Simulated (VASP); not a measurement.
Set up this calculation in VASP 6.6.1, as the native input.

```
Task                                : relaxation of the atoms
Functional                          : PBE
Potentials or basis                 : VASP PAW PBE potentials, release 64 (Ti_sv, C)
Cutoff                              : 520 eV
k mesh                              : 9 × 9 × 1
Occupations                         : gaussian, width 0.1 eV
Spin                                : no spin polarisation
Dipole correction                   : yes
Atoms held fixed (from 0)           : [0, 1, 2]
Further INCAR settings              : ALGO = Fast; EDIFF = 1e-06; IBRION = 2; EDIFFG = -0.025; NSW = 36
Atoms held along some axes (from 0) : atom 3 along a and b
```

The structure of Ti3C lies in POSCAR:

```
Ti3C
1.0
    2.9075446924      0.0000000000      0.0000000000
   -1.4537723462      2.5180075663      0.0000000000
    0.0000000000      0.0000000000     19.9935258682
Ti C
3 1
Selective dynamics
Direct
    0.6666666667      0.3333333333      0.2000647623  F F F
    0.3333333333      0.6666666667      0.3124429313  F F F
    0.0000000000      0.0000000000      0.4248138084  F F F
    0.0000000000      0.3333333333      0.5136754239  F F T
```

These files were run (other wordings do the same):

INCAR

```
  ALGO = Fast
  DIPOL = 0.5 0.5 0.363
  EDIFF = 1E-6
  EDIFFG = -0.025
  ENCUT = 520
  GGA = PE
  IBRION = 2
  IDIPOL = 3
  ISIF = 2
  ISMEAR = 0
  LASPH = T
  LCHARG = F
  LDIPOL = T
  LREAL = F
  LWAVE = F
  NELM = 80
  NSW = 36
  PREC = Accurate
  SIGMA = 0.1
```

KPOINTS

```
k-points
0
Gamma
  9 9 1
```

Potentials or basis: VASP PAW PBE potentials, release 64 (Ti_sv, C).

Run with:

```sh
$ cat potpaw_PBE.64/Ti_sv/POTCAR potpaw_PBE.64/C/POTCAR > POTCAR
$ mpirun -np 1 vasp_std > vasp.out
```

Results of the run:

```
Energy gained by relaxing : 57.2 meV/atom
Ionic steps               : 4
Band gap on the k mesh    : zero (bands 20 and 21 overlap by 1.05 eV)
```

Wall time 40 min on 1 thread of Oxide Virtual Turin-like Processor, with other jobs on the host, peak memory 0.34 GiB.
